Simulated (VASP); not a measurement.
# Tm3C2 (Pm-3m) in VASP: further runs

The runs below take Tm3C2 through relaxation of cell and atoms, single point, with PBE.

All numbers are computed with VASP 6.6.1; they aren't measurements. Logs are shortened: lines on timing, memory, paths and dates and some standing lists are left out, and cuts for length are marked.

## 1. The cell of the first run

It takes space group Pm-3m (No. 221, cubic). The conventional cell has a = 4.757 Å, b = 4.757 Å, c = 4.757 Å, α = 90.00°, β = 90.00°, γ = 90.00°. Within 3.1 Å of Tm (site symmetry 4/mmm) lie 2 C at 2.38 Å. Within 3.1 Å of C (site symmetry m-3m) lie 6 Tm at 2.38 Å. C (site symmetry m-3m) has 12 Tm at 3.36 Å and 8 C at 4.12 Å within 4.4 Å.

The cell was built from a structure type or drawn by symmetry, and may not be a known phase.

## 2. Relaxation of cell and atoms, PBE

INCAR reads:

```
SYSTEM = Tm3C2
ALGO = Normal ; EDIFF = 1E-7
EDIFFG = -0.04 ; ENCUT = 600
GGA = PE ; GGA_COMPAT = .False.
IBRION = 2 ; ISIF = 3
ISMEAR = 0 ; LASPH = .True.
LCHARG = .False. ; LMAXMIX = 6
LREAL = .False. ; LWAVE = .False.
NELM = 200 ; NELMIN = 4
NSW = 90 ; PREC = Accurate
SIGMA = 0.1
```

KPOINTS reads:

```
k-points
0
Gamma
  4 4 4
  0 0 0
```

POSCAR reads:

```
Tm3C2
1.0
    4.7570836500      0.0000000000      0.0000000000
    0.0000000000      4.7570836500      0.0000000000
    0.0000000000      0.0000000000      4.7570836500
Tm C
3 2
Direct
    0.5000000000      0.0000000000      0.0000000000
    0.0000000000      0.5000000000      0.0000000000
    0.0000000000      0.0000000000      0.5000000000
    0.0000000000      0.0000000000      0.0000000000
    0.5000000000      0.5000000000      0.5000000000
```

Potentials or basis: VASP PAW PBE potentials, release 64 (Tm_3, C), 4f in core.

Run with:

```console
$ cat potpaw_PBE.64/Tm_3/POTCAR potpaw_PBE.64/C/POTCAR > POTCAR
$ mpirun -np 1 vasp_std > vasp.out
```

OUTCAR:

```text
SYSTEM = Tm3C2
   EDIFF = 1E-7
   EDIFFG = -0.04
   ENCUT = 600
   GGA = PE
   IBRION = 2
   ISIF = 3
   ISMEAR = 0
   LASPH = .True.
   LREAL = .False.
   NELM = 200
   NELMIN = 4
   NSW = 90
   PREC = Accurate

 ion  position               nearest neighbor table
   1  0.500  0.000  0.000-   4 2.38   4 2.38   2 3.36   3 3.36   2 3.36   2 3.36   3 3.36   3 3.36
                             3 3.36   2 3.36
   2  0.000  0.500  0.000-   4 2.38   4 2.38   1 3.36   3 3.36   1 3.36   3 3.36   3 3.36   3 3.36
                             1 3.36   1 3.36
   3  0.000  0.000  0.500-   4 2.38   4 2.38   1 3.36   1 3.36   2 3.36   2 3.36   2 3.36   2 3.36
                             1 3.36   1 3.36
   4  0.000  0.000  0.000-   1 2.38   2 2.38   3 2.38   3 2.38   2 2.38   1 2.38
   5  0.500  0.500  0.500-

  LATTYP: Found a simple cubic cell.
 ALAT       =     4.7570836500

  Lattice vectors:

 A1 = (   4.7570836500,   0.0000000000,   0.0000000000)
 A2 = (   0.0000000000,   4.7570836500,   0.0000000000)
 A3 = (   0.0000000000,   0.0000000000,   4.7570836500)

Analysis of symmetry for initial positions (statically):
=====================================================================
 Subroutine PRICEL returns:
 Original cell was already a primitive cell.

 Routine SETGRP: Setting up the symmetry group for a
 simple cubic supercell.

 Subroutine GETGRP returns: Found 48 space group operations
 (whereof 48 operations were pure point group operations)
 out of a pool of 48 trial point group operations.

The static configuration has the point symmetry O_h .

Analysis of symmetry for dynamics (positions and initial velocities):
=====================================================================
 Subroutine PRICEL returns:
 Original cell was already a primitive cell.

 Routine SETGRP: Setting up the symmetry group for a
 simple cubic supercell.

 Subroutine GETGRP returns: Found 48 space group operations
 (whereof 48 operations were pure point group operations)
 out of a pool of 48 trial point group operations.

The dynamic configuration has the point symmetry O_h .

 Subroutine INISYM returns: Found 48 space group operations
 (whereof 48 operations are pure point group operations),
 and found     1 'primitive' translations

----------------------------------------------------------------------------------------

                                     Primitive cell

  volume of cell :     107.6521

  direct lattice vectors                    reciprocal lattice vectors
     4.757083650  0.000000000  0.000000000     0.210212827  0.000000000  0.000000000
     0.000000000  4.757083650  0.000000000     0.000000000  0.210212827  0.000000000
     0.000000000  0.000000000  4.757083650     0.000000000  0.000000000  0.210212827

  length of vectors
     4.757083650  4.757083650  4.757083650     0.210212827  0.210212827  0.210212827

  position of ions in fractional coordinates (direct lattice)
     0.500000000  0.000000000  0.000000000
     0.000000000  0.500000000  0.000000000
     0.000000000  0.000000000  0.500000000
     0.000000000  0.000000000  0.000000000
     0.500000000  0.500000000  0.500000000

  ion indices of the primitive-cell ions
   primitive index   ion index
                 1           1
                 2           2
                 3           3
                 4           4
                 5           5

----------------------------------------------------------------------------------------

 KPOINTS: k-points

Automatic generation of k-mesh.
 Grid dimensions read from file:
 generate k-points for:    4    4    4

 Generating k-lattice:

  Cartesian coordinates                     Fractional coordinates (reciprocal lattice)
     0.052553207  0.000000000  0.000000000     0.250000000  0.000000000  0.000000000
     0.000000000  0.052553207  0.000000000     0.000000000  0.250000000  0.000000000
     0.000000000  0.000000000  0.052553207     0.000000000  0.000000000  0.250000000

  Length of vectors
     0.052553207  0.052553207  0.052553207

  Shift w.r.t. Gamma in fractional coordinates (k-lattice)
     0.000000000  0.000000000  0.000000000

 Subroutine IBZKPT returns following result:
 ===========================================

 Found     10 irreducible k-points:

 Following reciprocal coordinates:
            Coordinates               Weight
  0.000000  0.000000  0.000000      1.000000
  0.250000  0.000000  0.000000      6.000000
  0.500000  0.000000  0.000000      3.000000
  0.250000  0.250000  0.000000     12.000000
  0.500000  0.250000  0.000000     12.000000
  0.500000  0.500000  0.000000      3.000000
  0.250000  0.250000  0.250000      8.000000
  0.500000  0.250000  0.250000     12.000000
  0.500000  0.500000  0.250000      6.000000
  0.500000  0.500000  0.500000      1.000000
   k-points           NKPTS =     10   k-points in BZ     NKDIM =     10   number of bands    NBANDS=     21
   number of dos      NEDOS =    301   number of ions     NIONS =      5
   total plane-waves  NPLWV =  64000
   dimension x,y,z NGX =    40 NGY =   40 NGZ =   40
   dimension x,y,z NGXF=    80 NGYF=   80 NGZF=   80
   ions per type =               3   2
   NGX,Y,Z   is equivalent  to a cutoff of  13.98, 13.98, 13.98 a.u.
   NGXF,Y,Z  is equivalent  to a cutoff of  27.96, 27.96, 27.96 a.u.
 SYSTEM =  Tm3C2
   PREC   = accura    normal or accurate (medium, high low for compatibility)
   ISTART =      0    job   : 0-new  1-cont  2-samecut
   ICHARG =      2    charge: 1-file 2-atom 10-const
   ISPIN  =      1    spin polarized calculation?
   LNONCOLLINEAR =      F non collinear calculations
   LSORBIT =      F    spin-orbit coupling
   LASPH  =      T    aspherical Exc in radial PAW
   ENCUT  =  600.0 eV  44.10 Ry    6.64 a.u.   9.50  9.50  9.50*2*pi/ulx,y,z
   NELM   =    200;   NELMIN=  4; NELMDL= -5     # of ELM steps
   EDIFF  = 0.1E-06   stopping-criterion for ELM
   LREAL  =      F    real-space projection
   EDIFFG = -.4E-01   stopping-criterion for IOM
   NSW    =     90    number of steps for IOM
   IBRION =      2    ionic relax: 0-MD 1-quasi-New 2-CG
   NFREE  =      1    steps in history (QN), initial steepest desc. (CG)
   ISIF   =      3    stress and relaxation
   ISYM   =      2    0-nonsym 1-usesym 2-fastsym
   POTIM  = 0.5000    time-step for ionic-motion
   TEBEG  =    0.0;   TEEND  =   0.0 temperature during run
   PSTRESS=    0.0 pullay stress
   NELECT =      35.0000    total number of electrons
   NUPDOWN=      -1.0000    fix difference up-down
   EMIN   =  10.00;   EMAX   =-10.00  energy-range for DOS
   EFERMI =   0.00;   METHOD = LEGACY
   ISMEAR =     0;   SIGMA  =   0.10  broadening in eV -4-tet -1-fermi 0-gaus
   EFERMI_NEDOS =   21; number of points for ismear=-14 and -15
   IALGO  =     38    algorithm
   IMIX   =      4    mixing-type and parameters
     AMIX     =   0.40;   BMIX     =  1.00
     AMIX_MAG =   1.60;   BMIX_MAG =  1.00
  volume/ion in A,a.u.               =      21.53       145.29
  Fermi-wavevector in a.u.,A,eV,Ry     =   1.125702  2.127268 17.241367  1.267205
  Thomas-Fermi vector in A             =   2.262380
   LORBIT       =      0    0 simple, 1 ext, 2 COOP (PROOUT), +10 PAW based schemes
   GGA     = PE    functional components
   LHFCALC =     F    Hartree Fock is set to
   AEXX    =    0.0000 exact exchange contribution
   IVDW    =     0    specifies the selected vdW correction
   LEPSILON=     F    determine dielectric tensor
   LRPA    =     F    only Hartree local field effects (RPA)
 conjugate gradient relaxation of ions
 non-spin polarized calculation
 Gauss-broadening in eV      SIGMA  =   0.10
  energy-cutoff  :      600.00
  volume of cell :      107.65
 maximum number of plane-waves:      3695
 NGX is ok and might be reduce to    40
   NGX = 19   NGY = 19   NGZ = 19

--------------------------------------- Ionic step        1  -------------------------------------------

 number of electron      35.0000000 magnetization

 Free energy of the ion-electron system (eV)
  ---------------------------------------------------
  ext. energy  EPLUGINS =         0.00000000
  ---------------------------------------------------
  free energy    TOTEN  =       -29.38433088 eV

  energy without entropy =      -29.36780429  energy(sigma->0) =      -29.37606758

 E-fermi :   3.3489     XC(G=0): -10.0095

 val. band max:        3.1776679159   @ k =   0.0000   0.0000   0.0000
 cond. band min:       3.3595554500   @ k =   0.2500   0.2500   0.0000
 fundamental gap:      0.1818875341
 Fermi energy:         3.3489410301

 k-point     1 :       0.0000    0.0000    0.0000
  band No.  band energies     occupation
      1     -22.6931      2.00000
      2     -22.6931      2.00000
      3     -22.6931      2.00000
      4     -22.4308      2.00000
      5     -22.4308      2.00000
      6     -22.4308      2.00000
[... 13 lines left out ...]
     20       2.6468      2.00000
     21       3.1777      1.98457

 k-point     2 :       0.2500    0.0000    0.0000
  band No.  band energies     occupation
      1     -22.6508      2.00000
      2     -22.6508      2.00000
      3     -22.6337      2.00000
      4     -22.4461      2.00000
      5     -22.4461      2.00000
      6     -22.4357      2.00000
[... 266 lines left out ...]
 POSITION                                       TOTAL-FORCE (eV/Angst)
 -----------------------------------------------------------------------------------
      2.27836      0.00000      0.00000         0.000000     -0.000000      0.000000
     -0.00000      2.27836      0.00000         0.000000      0.000000      0.000000
      0.00000     -0.00000      2.27836         0.000000      0.000000      0.000000
      0.00000      0.00000      0.00000         0.000000     -0.000000      0.000000
      2.27836      2.27836      2.27836        -0.000000     -0.000000      0.000000
 -----------------------------------------------------------------------------------
    total drift:                               -0.000000      0.000000     -0.000000

  FREE ENERGIE OF THE ION-ELECTRON SYSTEM (eV)
  ---------------------------------------------------
  free  energy   TOTEN  =       -29.5357740595 eV

  energy  without entropy=      -29.5162926523  energy(sigma->0) =      -29.52603336

--------------------------------------- Ionic step        3  -------------------------------------------

 number of electron      34.9999998 magnetization

 Free energy of the ion-electron system (eV)
  ---------------------------------------------------
  ext. energy  EPLUGINS =         0.00000000
  ---------------------------------------------------
  free energy    TOTEN  =       -29.58209030 eV

  energy without entropy =      -29.56348213  energy(sigma->0) =      -29.57278621

 E-fermi :   3.7906     XC(G=0): -10.3823

 val. band max:        3.7078310474   @ k =   0.0000   0.0000   0.0000
 cond. band min:       3.8187291684   @ k =   0.2500   0.2500   0.0000
 fundamental gap:      0.1108981211
 Fermi energy:         3.7906146642

 k-point     1 :       0.0000    0.0000    0.0000
  band No.  band energies     occupation
      1     -22.0884      2.00000
      2     -22.0884      2.00000
      3     -22.0884      2.00000
      4     -21.6940      2.00000
      5     -21.6940      2.00000
      6     -21.6940      2.00000
[... 13 lines left out ...]
     20       2.9594      2.00000
     21       3.7078      1.75830

 k-point     2 :       0.2500    0.0000    0.0000
  band No.  band energies     occupation
      1     -22.0307      2.00000
      2     -22.0307      2.00000
      3     -22.0051      2.00000
      4     -21.7157      2.00000
      5     -21.7157      2.00000
      6     -21.7015      2.00000
[... 218 lines left out ...]
 VOLUME and BASIS-vectors are now :
 -----------------------------------------------------------------------------
  energy-cutoff  :      600.00
  volume of cell :       98.57
      direct lattice vectors                 reciprocal lattice vectors
     4.619410508  0.000000000  0.000000000     0.216477838  0.000000000 -0.000000000
    -0.000000000  4.619410508  0.000000000    -0.000000000  0.216477838  0.000000000
     0.000000000 -0.000000000  4.619410508    -0.000000000 -0.000000000  0.216477838

 POSITION                                       TOTAL-FORCE (eV/Angst)
 -----------------------------------------------------------------------------------
      2.30971      0.00000      0.00000         0.000000     -0.000000      0.000000
     -0.00000      2.30971      0.00000         0.000000     -0.000000      0.000000
      0.00000     -0.00000      2.30971         0.000000      0.000000      0.000000
      0.00000      0.00000      0.00000         0.000000     -0.000000      0.000000
      2.30971      2.30971      2.30971        -0.000000     -0.000000      0.000000
 -----------------------------------------------------------------------------------
    total drift:                               -0.000000      0.000000     -0.000000

  FREE ENERGIE OF THE ION-ELECTRON SYSTEM (eV)
  ---------------------------------------------------
  free  energy   TOTEN  =       -29.5820902963 eV

  energy  without entropy=      -29.5634821295  energy(sigma->0) =      -29.57278621

 reached required accuracy - stopping structural energy minimisation
```

Wall time 54 s (1 thread of Intel Xeon 6975P-C (Granite Rapids), shared host); peak memory 0.25 GiB.

Results:

| Item | Value |
| --- | --- |
| Free energy | -29.5821 eV |
| Relaxed volume | 19.71 Å³/atom |
| Relaxed cell | a = 4.619 Å, b = 4.619 Å, c = 4.619 Å, α = 90.00°, β = 90.00°, γ = 90.00° |
| Space group after relaxing (to 0.1 Å) | Pm-3m (No. 221) |
| Energy gained by relaxing | 39.6 meV/atom |
| Ionic steps | 3 |
| Pressure after relaxing | 0.0 GPa |

Step by step:
```
step  energy change (eV)  largest force (eV/Å)  pressure (GPa)  volume (Å³)
   1              0.0000                0.0000           -6.50       107.65
   2             -0.1514                0.0000            3.87        94.61
   3             -0.1978                0.0000           -0.01        98.57
```

Final structure:
```
Tm C
1.0
     4.61941    0.00000    0.00000
     0.00000    4.61941    0.00000
     0.00000    0.00000    4.61941
Tm C
3 2
Cartesian
  2.3097 0.0000 0.0000
  0.0000 2.3097 0.0000
  0.0000 0.0000 2.3097
  0.0000 0.0000 0.0000
  2.3097 2.3097 2.3097
```

Levels at points of the mesh, in eV from the Fermi level:
| k point | band 15 | band 16 | band 17 | band 18 | band 19 | band 20 |
| --- | --- | --- | --- | --- | --- | --- |
| (0.00, 0.00, 0.00) | -1.22 | -1.22 | -1.14 | -0.83 | -0.83 | -0.83 |
| (0.50, 0.00, 0.00) | -1.71 | -1.62 | -1.62 | -0.38 | 0.53 | 0.54 |
| (0.50, 0.50, 0.00) | -2.31 | -2.31 | -1.97 | 1.42 | 1.42 | 1.65 |
| (0.50, 0.50, 0.50) | -1.67 | -1.67 | -1.67 | 1.09 | 1.09 | 1.09 |

Caveat: the highest band is partly filled, so the run has too few bands; spin-orbit coupling is left out, which moves the levels of the heavy elements; the 4f electrons are frozen in the core, so they carry no moment and show no levels.

## 3. Single point, PBE

This run uses another cell than the first one, of 19.54 Å³/atom.

INCAR reads:

```
SYSTEM = Tm3C2
PREC = Accurate
ENCUT = 600
EDIFF = 1E-6
ISMEAR = 0
SIGMA = 0.1
LREAL = .False.
LASPH = .True.
NELM = 200
ALGO = Normal
ISIF = 2
LWAVE = .False.
LCHARG = .False.
GGA = PE
NBANDS = 26
GGA_COMPAT = .False.
LMAXMIX = 6
```

KPOINTS reads:

```
Automatic mesh
0
Gamma
  8 8 8
  0 0 0
```

POSCAR, as its differences from that of step 2:

```diff
@@ -2,5 +2,5 @@
 1.0
-    4.7570836500      0.0000000000      0.0000000000
-    0.0000000000      4.7570836500      0.0000000000
-    0.0000000000      0.0000000000      4.7570836500
+    4.6058593793      0.0000000000      0.0000000000
+    0.0000000000      4.6058593793      0.0000000000
+    0.0000000000      0.0000000000      4.6058593793
 Tm C
```

Potentials or basis: VASP PAW PBE potentials, release 64 (Tm_3, C), 4f in core.

Run with:

```console
$ cat potpaw_PBE.64/Tm_3/POTCAR potpaw_PBE.64/C/POTCAR > POTCAR
$ mpirun -np 1 vasp_std > vasp.out
```

Wall time 54 s (1 thread of Intel Xeon 6975P-C (Granite Rapids), shared host); peak memory 0.29 GiB.

The run converged. Its results:

- Free energy: -29.5386 eV
- Pressure: 0.9 GPa
- Band gap on the k mesh: zero (an odd number of electrons rules out a gap without spin polarisation)

Levels at points of the mesh, in eV from the Fermi level:
```csv
k point,band 14,band 15,band 16,band 17,band 18,band 19,band 20,band 21
"(0.00, 0.00, 0.00)",-1.18,-1.17,-1.17,-1.05,-0.77,-0.77,-0.77,0.02
"(0.50, 0.00, 0.00)",-1.67,-1.67,-1.51,-1.51,-0.30,0.59,0.63,1.60
"(0.50, 0.50, 0.00)",-2.26,-2.26,-2.22,-1.94,1.51,1.51,1.74,1.74
"(0.50, 0.50, 0.50)",-4.86,-1.63,-1.63,-1.63,1.18,1.18,1.18,1.22
```

Caveat: spin-orbit coupling is left out, which moves the levels of the heavy elements; the 4f electrons are frozen in the core, so they carry no moment and show no levels.

(Part 1 of 2 ends here.)
